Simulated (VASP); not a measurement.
A run of VASP 6.6.1 is set up as follows.

File INCAR:

```
SYSTEM = SiC
PREC     = Accurate       ! precision mode
ENCUT    = 520            ! plane-wave cutoff, eV
EDIFF    = 1E-7           ! SCF threshold, eV
ISMEAR   = 0              ! smearing method
SIGMA    = 0.05           ! smearing width, eV
LREAL    = .FALSE.        ! projectors in reciprocal space
LASPH    = .TRUE.         ! aspherical terms in the spheres
NELM     = 80             ! most SCF steps
ALGO     = Normal         ! electronic algorithm
ISIF     = 2              ! what is computed and relaxed
LWAVE    = .FALSE.        ! write WAVECAR
LCHARG   = .FALSE.        ! write CHGCAR
NBANDS   = 16             ! bands
```

The input KPOINTS:

```
regular mesh
0
G
  12 12 6
  0 0 0
```

Contents of POSCAR:

```
SiC
1.0
    3.0036848971      0.0000000000      0.0000000000
   -1.5018424486      2.6012674258      0.0000000000
    0.0000000000      0.0000000000      5.1930708186
Si C
2 2
Direct
    0.3333333333      0.6666666667      0.0046041256
    0.6666666667      0.3333333333      0.5046041256
    0.3333333333      0.6666666667      0.3654442382
    0.6666666667      0.3333333333      0.8654442382
```

Potentials or basis: VASP PAW LDA potentials, release 64 (Si, C).

Command:

```console
$ cat potpaw_LDA.64/Si/POTCAR potpaw_LDA.64/C/POTCAR > POTCAR
$ mpirun -np 1 vasp_std > vasp.out
```

Problem. Predict the largest force.

Solution. 0.981 eV/Å.

Problem. Predict the band gap on the k mesh.

Solution. 1.31 eV, indirect (least direct gap 4.16 eV).

Forces in eV/Å, atoms in the order of the input:
```
Si   0.000  0.000 -0.981
Si   0.000  0.000 -0.981
C    0.000  0.000  0.981
C    0.000  0.000  0.981
```

 A k mesh can miss the band edges.
